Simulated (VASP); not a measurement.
# TiAl2C2 (Cmmm) in VASP: single point with PBE

Aim: the single point of TiAl2C2 with PBE.

Program: VASP 6.6.1. These are calculated values, not measurements. Logs are shortened: lines on timing, memory, paths and dates and some standing lists are left out, and cuts for length are marked.

## Step 1: The cell of the first run

It takes space group Cmmm (No. 65, orthorhombic). Conventional cell: a = 2.638 Å, b = 4.426 Å, c = 12.794 Å, α = 90.00°, β = 90.00°, γ = 90.00°. Within 3.4 Å of Ti (site symmetry mmm) lie 6 Ti at 2.58 to 2.64 Å and 8 Al at 2.82 to 3.34 Å. Within 3.4 Å of Al (site symmetry mm2) lie 6 Al at 2.58 to 2.64 Å and 4 Ti at 2.82 to 3.34 Å. C (site symmetry m2m) has 3 C at 1.47 to 1.51 Å within 2.0 Å.

The cell was built from a structure type or drawn by symmetry, and may not be a known phase.

## Step 2: Single point, PBE, collinear spin

Contents of INCAR:

```
SYSTEM = TiAl2C2
PREC = Accurate ; ENCUT = 520
EDIFF = 1E-6 ; ISMEAR = 0
SIGMA = 0.1 ; LREAL = .FALSE.
LASPH = .TRUE. ; NELM = 150
ALGO = Normal ; ISIF = 2
LWAVE = .FALSE. ; LCHARG = .TRUE.
ISPIN = 2 ; MAGMOM = 1 0 0 0 0
LORBIT = 11 ; LMAXMIX = 4
GGA = PE ; LELF = .TRUE.
LVHAR = .TRUE. ; NBANDS = 25
```

Contents of KPOINTS:

```
regular mesh
0
G
  8 8 2
  0 0 0
```

Contents of POSCAR:

```
TiAl2C2
1.0
    1.3188822573     -2.2130802696      0.0000000000
    1.3188822573      2.2130802696      0.0000000000
    0.0000000000      0.0000000000     12.7944675982
Ti Al C
1 2 2
Direct
    0.0000000000      0.0000000000      0.5000000000
    0.5000000000      0.5000000000      0.6950554696
    0.5000000000      0.5000000000      0.3049445304
    0.3340850666      0.6659149334      0.0000000000
    0.6659149334      0.3340850666      0.0000000000
```

Potentials or basis: VASP PAW PBE potentials, release 64 (Ti_sv, Al, C).

On the command line:

```bash
$ cat potpaw_PBE.64/Ti_sv/POTCAR potpaw_PBE.64/Al/POTCAR potpaw_PBE.64/C/POTCAR > POTCAR
$ mpirun -np 1 vasp_std > vasp.out
```

OUTCAR:

```text
SYSTEM = TiAl2C2
   PREC = Accurate
   ENCUT = 520
   EDIFF = 1E-6
   ISMEAR = 0
   LREAL = .FALSE.
   LASPH = .TRUE.
   NELM = 150
   ISIF = 2
   ISPIN = 2
   LORBIT = 11
   GGA = PE

 ion  position               nearest neighbor table
   1  0.000  0.000  0.500-   2 2.82   3 2.82   2 2.82   3 2.82
   2  0.500  0.500  0.695-   1 2.82   1 2.82
   3  0.500  0.500  0.305-   1 2.82   1 2.82
   4  0.334  0.666  0.000-   5 1.47   5 1.51   5 1.51
   5  0.666  0.334  0.000-   4 1.47   4 1.51   4 1.51

  LATTYP: Found a base centered orthorhombic cell.
 ALAT       =     2.6377645146
 B/A-ratio  =     1.6779968472
 C/A-ratio  =     4.8504965198

  Lattice vectors:

 A1 = (   1.3188822573,  -2.2130802696,   0.0000000000)
 A2 = (   1.3188822573,   2.2130802696,   0.0000000000)
 A3 = (   0.0000000000,   0.0000000000,  12.7944675982)

Analysis of symmetry for initial positions (statically):
=====================================================================
 Subroutine PRICEL returns:
 Original cell was already a primitive cell.

 Routine SETGRP: Setting up the symmetry group for a
 base centered orthorhombic supercell.

 Subroutine GETGRP returns: Found  8 space group operations
 (whereof  8 operations were pure point group operations)
 out of a pool of  8 trial point group operations.

The static configuration has the point symmetry D_2h.

Analysis of symmetry for dynamics (positions and initial velocities):
=====================================================================
 Subroutine PRICEL returns:
 Original cell was already a primitive cell.

 Routine SETGRP: Setting up the symmetry group for a
 base centered orthorhombic supercell.

 Subroutine GETGRP returns: Found  8 space group operations
 (whereof  8 operations were pure point group operations)
 out of a pool of  8 trial point group operations.

The dynamic configuration has the point symmetry D_2h.

Analysis of structural, dynamic, and magnetic symmetry:
=====================================================================
 Subroutine PRICEL returns:
 Original cell was already a primitive cell.

 Routine SETGRP: Setting up the symmetry group for a
 base centered orthorhombic supercell.

 Subroutine GETGRP returns: Found  8 space group operations
 (whereof  8 operations were pure point group operations)
 out of a pool of  8 trial point group operations.

The overall configuration has the point symmetry D_2h.

 Subroutine INISYM returns: Found  8 space group operations
 (whereof  8 operations are pure point group operations),
 and found     1 'primitive' translations

----------------------------------------------------------------------------------------

                                     Primitive cell

  volume of cell :      74.6888

  direct lattice vectors                    reciprocal lattice vectors
     1.318882257 -2.213080270  0.000000000     0.379108899 -0.225929446  0.000000000
     1.318882257  2.213080270  0.000000000     0.379108899  0.225929446  0.000000000
     0.000000000  0.000000000 12.794467598     0.000000000  0.000000000  0.078158782

  length of vectors
     2.576271470  2.576271470 12.794467598     0.441324905  0.441324905  0.078158782

  position of ions in fractional coordinates (direct lattice)
     0.000000000  0.000000000  0.500000000
     0.500000000  0.500000000  0.695055470
     0.500000000  0.500000000  0.304944530
     0.334085067  0.665914933  0.000000000
     0.665914933  0.334085067  0.000000000

  ion indices of the primitive-cell ions
   primitive index   ion index
                 1           1
                 2           2
                 3           3
                 4           4
                 5           5

----------------------------------------------------------------------------------------

 KPOINTS: regular mesh

Automatic generation of k-mesh.
 Grid dimensions read from file:
 generate k-points for:    8    8    2

 Generating k-lattice:

  Cartesian coordinates                     Fractional coordinates (reciprocal lattice)
     0.047388612 -0.028241181  0.000000000     0.125000000  0.000000000  0.000000000
     0.047388612  0.028241181  0.000000000     0.000000000  0.125000000  0.000000000
     0.000000000  0.000000000  0.039079391     0.000000000  0.000000000  0.500000000

  Length of vectors
     0.055165613  0.055165613  0.039079391

  Shift w.r.t. Gamma in fractional coordinates (k-lattice)
     0.000000000  0.000000000  0.000000000

 Subroutine IBZKPT returns following result:
 ===========================================

 Found     42 irreducible k-points:

 Following reciprocal coordinates:
            Coordinates               Weight
  0.000000  0.000000  0.000000      1.000000
  0.125000  0.000000  0.000000      4.000000
  0.250000  0.000000  0.000000      4.000000
  0.375000  0.000000  0.000000      4.000000
  0.500000  0.000000  0.000000      2.000000
  0.125000  0.125000  0.000000      2.000000
[... 16 lines left out ...]
  0.125000  0.000000  0.500000      4.000000
  0.250000  0.000000  0.500000      4.000000
 [... further k-points ...]
   k-points           NKPTS =     42   k-points in BZ     NKDIM =     42   number of bands    NBANDS=     25
   number of dos      NEDOS =    301   number of ions     NIONS =      5
   total plane-waves  NPLWV =  38400
   dimension x,y,z NGX =    20 NGY =   20 NGZ =   96
   dimension x,y,z NGXF=    40 NGYF=   40 NGZF=  192
   ions per type =               1   2   2
   NGX,Y,Z   is equivalent  to a cutoff of  12.91, 12.91, 12.47 a.u.
   NGXF,Y,Z  is equivalent  to a cutoff of  25.81, 25.81, 24.95 a.u.
 SYSTEM =  TiAl2C2
   PREC   = accura    normal or accurate (medium, high low for compatibility)
   ISTART =      0    job   : 0-new  1-cont  2-samecut
   ICHARG =      2    charge: 1-file 2-atom 10-const
   ISPIN  =      2    spin polarized calculation?
   LNONCOLLINEAR =      F non collinear calculations
   LSORBIT =      F    spin-orbit coupling
   LASPH  =      T    aspherical Exc in radial PAW
   ENCUT  =  520.0 eV  38.22 Ry    6.18 a.u.   4.79  4.79 23.79*2*pi/ulx,y,z
   NELM   =    150;   NELMIN=  2; NELMDL= -5     # of ELM steps
   EDIFF  = 0.1E-05   stopping-criterion for ELM
   LREAL  =      F    real-space projection
   EDIFFG = 0.1E-04   stopping-criterion for IOM
   NSW    =      0    number of steps for IOM
   IBRION =     -1    ionic relax: 0-MD 1-quasi-New 2-CG
   NFREE  =      0    steps in history (QN), initial steepest desc. (CG)
   ISIF   =      2    stress and relaxation
   ISYM   =      2    0-nonsym 1-usesym 2-fastsym
   POTIM  = 0.5000    time-step for ionic-motion
   TEBEG  =    0.0;   TEEND  =   0.0 temperature during run
   PSTRESS=    0.0 pullay stress
   NELECT =      26.0000    total number of electrons
   NUPDOWN=      -1.0000    fix difference up-down
   EMIN   =  10.00;   EMAX   =-10.00  energy-range for DOS
   EFERMI =   0.00;   METHOD = LEGACY
   ISMEAR =     0;   SIGMA  =   0.10  broadening in eV -4-tet -1-fermi 0-gaus
   EFERMI_NEDOS =   21; number of points for ismear=-14 and -15
   IALGO  =     38    algorithm
   IMIX   =      4    mixing-type and parameters
     AMIX     =   0.40;   BMIX     =  1.00
     AMIX_MAG =   1.60;   BMIX_MAG =  1.00
  volume/ion in A,a.u.               =      14.94       100.80
  Fermi-wavevector in a.u.,A,eV,Ry     =   1.151633  2.176271 18.044847  1.326259
  Thomas-Fermi vector in A             =   2.288289
   LORBIT       =     11    0 simple, 1 ext, 2 COOP (PROOUT), +10 PAW based schemes
   GGA     = PE    functional components
   LHFCALC =     F    Hartree Fock is set to
   AEXX    =    0.0000 exact exchange contribution
   IVDW    =     0    specifies the selected vdW correction
   LEPSILON=     F    determine dielectric tensor
   LRPA    =     F    only Hartree local field effects (RPA)
 spin polarized calculation
 Gauss-broadening in eV      SIGMA  =   0.10
  energy-cutoff  :      520.00
  volume of cell :       74.69
 maximum number of plane-waves:      2036
   NGX =  9   NGY =  9   NGZ = 47

 number of electron      26.0000000 magnetization       0.0010366

 number of electron      26.0000000 magnetization      -0.0001079

 Free energy of the ion-electron system (eV)
  ---------------------------------------------------
  ext. energy  EPLUGINS =         0.00000000
  ---------------------------------------------------
  free energy    TOTEN  =       -32.62761412 eV

  energy without entropy =      -32.61887663  energy(sigma->0) =      -32.62324537

 E-fermi :   6.2069     XC(G=0):  -9.9044

 val. band max:        6.0204853181   @ k =   0.3750   0.3750   0.5000
 cond. band min:       6.2256974799   @ k =   0.3750   0.3750   0.5000
 fundamental gap:      0.2052121618
 Fermi energy:         6.2069234860

 spin component 1

 k-point     1 :       0.0000    0.0000    0.0000
  band No.  band energies     occupation
      1     -50.3125      1.00000
      2     -26.6430      1.00000
      3     -25.7791      1.00000
      4     -25.7449      1.00000
      5     -12.6467      1.00000
      6      -3.7199      1.00000
[... 661 lines left out ...]
     24      16.8183      0.00000
     25      17.1533      0.00000

 [... further k-points ...]

 spin component 2

 k-point     1 :       0.0000    0.0000    0.0000
  band No.  band energies     occupation
      1     -50.3125      1.00000
      2     -26.6431      1.00000
      3     -25.7791      1.00000
      4     -25.7449      1.00000
      5     -12.6468      1.00000
      6      -3.7199      1.00000
[... 661 lines left out ...]
     24      16.8183      0.00000
     25      17.1319      0.00000

 [... further k-points ...]

------------------------ aborting loop because EDIFF is reached ----------------------------------------

  FORCE on cell =-STRESS in cart. coord.  units (eV):
  Direction    XX          YY          ZZ          XY          YZ          ZX
  --------------------------------------------------------------------------------------
  -------------------------------------------------------------------------------------
  Total       -1.0230524      0.8276726      0.5177759     -0.0000000      0.0000000      0.0000000
  in kB      -21.9458821     17.7547180     11.1070062     -0.0000000      0.0000000      0.0000000
  external PRESSURE =       2.3052807 kB  Pullay stress =       0.0000000 kB

 VOLUME and BASIS-vectors are now :
 -----------------------------------------------------------------------------
  energy-cutoff  :      520.00
  volume of cell :       74.69
      direct lattice vectors                 reciprocal lattice vectors
     1.318882257 -2.213080270  0.000000000     0.379108899 -0.225929446  0.000000000
     1.318882257  2.213080270  0.000000000     0.379108899  0.225929446  0.000000000
     0.000000000  0.000000000 12.794467598     0.000000000  0.000000000  0.078158782

 POSITION                                       TOTAL-FORCE (eV/Angst)
 -----------------------------------------------------------------------------------
      0.00000      0.00000      6.39723         0.000000     -0.000000     -0.000000
      1.31888      0.00000      8.89286        -0.000000     -0.000000      0.042909
      1.31888      0.00000      3.90160        -0.000000     -0.000000     -0.042909
      1.31888      0.73437      0.00000         0.000000      0.179064      0.000000
      1.31888     -0.73437      0.00000         0.000000     -0.179064     -0.000000
 -----------------------------------------------------------------------------------
    total drift:                                0.000000      0.000000      0.000000

  FREE ENERGIE OF THE ION-ELECTRON SYSTEM (eV)
  ---------------------------------------------------
  free  energy   TOTEN  =       -32.6276141150 eV

  energy  without entropy=      -32.6188766281  energy(sigma->0) =      -32.62324537

 total charge

# of ion       s       p       d       tot
------------------------------------------
    1        2.266   6.131   2.119  10.516
    2        0.435   0.404   0.000   0.839
    3        0.435   0.404   0.000   0.839
    4        0.831   1.643   0.000   2.474
    5        0.831   1.643   0.000   2.474
--------------------------------------------------
tot          4.797  10.225   2.119  17.142

 magnetization (x)

# of ion       s       p       d       tot
------------------------------------------
    1        0.000   0.000   0.000   0.000
    2       -0.000   0.000   0.000  -0.000
    3       -0.000   0.000   0.000  -0.000
    4       -0.000  -0.000   0.000  -0.000
    5       -0.000  -0.000   0.000  -0.000
--------------------------------------------------
tot          0.000  -0.000   0.000   0.000
```

Wall time 5.7 min (1 thread of AMD EPYC 7R13, shared host); peak memory 0.26 GiB.

What came out:

```yaml
Free_energy: -32.6276 eV
Pressure: 0.2 GPa
Largest_force: 0.179 eV/Å
Band_gap_on_the_k_mesh: zero (filled and empty bands overlap)
Net_moment: 0.00 μB per cell
Valence_electrons_inside_the_program's_atomic_spheres: Ti 10.52; Al 0.84; C 2.47
```

Forces in eV/Å, atoms in the order of the input:
```
Ti   0.000  0.000  0.000
Al   0.000  0.000  0.043
Al   0.000  0.000 -0.043
C    0.000  0.179  0.000
C    0.000 -0.179  0.000
```

Stress tensor (GPa, compression positive):
```
-2.19  0.00  0.00
 0.00  1.78  0.00
 0.00  0.00  1.11
```

Levels at points of the mesh, in eV from the Fermi level:
Spin up:
```csv
k point,band 11,band 12,band 13,band 14,band 15,band 16
"(0.00, 0.00, 0.00)",-3.55,-2.77,-1.93,1.00,1.53,2.60
"(0.50, 0.00, 0.00)",-2.81,-2.26,-2.07,0.19,1.02,1.68
"(0.50, 0.50, 0.00)",-2.36,-1.53,-1.53,-0.33,0.83,2.09
"(0.00, 0.00, 0.50)",-3.55,-2.98,-1.83,1.00,1.53,3.35
"(0.50, 0.00, 0.50)",-2.88,-2.19,-2.08,0.12,0.93,1.84
"(0.50, 0.50, 0.50)",-2.32,-1.54,-1.51,-0.37,0.76,2.25
```
Spin down:
| k point | band 11 | band 12 | band 13 | band 14 | band 15 | band 16 |
| --- | --- | --- | --- | --- | --- | --- |
| (0.00, 0.00, 0.00) | -3.55 | -2.77 | -1.93 | 1.00 | 1.53 | 2.60 |
| (0.50, 0.00, 0.00) | -2.81 | -2.26 | -2.07 | 0.19 | 1.02 | 1.68 |
| (0.50, 0.50, 0.00) | -2.36 | -1.53 | -1.53 | -0.33 | 0.83 | 2.09 |
| (0.00, 0.00, 0.50) | -3.55 | -2.98 | -1.83 | 1.00 | 1.53 | 3.35 |
| (0.50, 0.00, 0.50) | -2.88 | -2.19 | -2.08 | 0.12 | 0.93 | 1.84 |
| (0.50, 0.50, 0.50) | -2.32 | -1.54 | -1.51 | -0.37 | 0.76 | 2.25 |
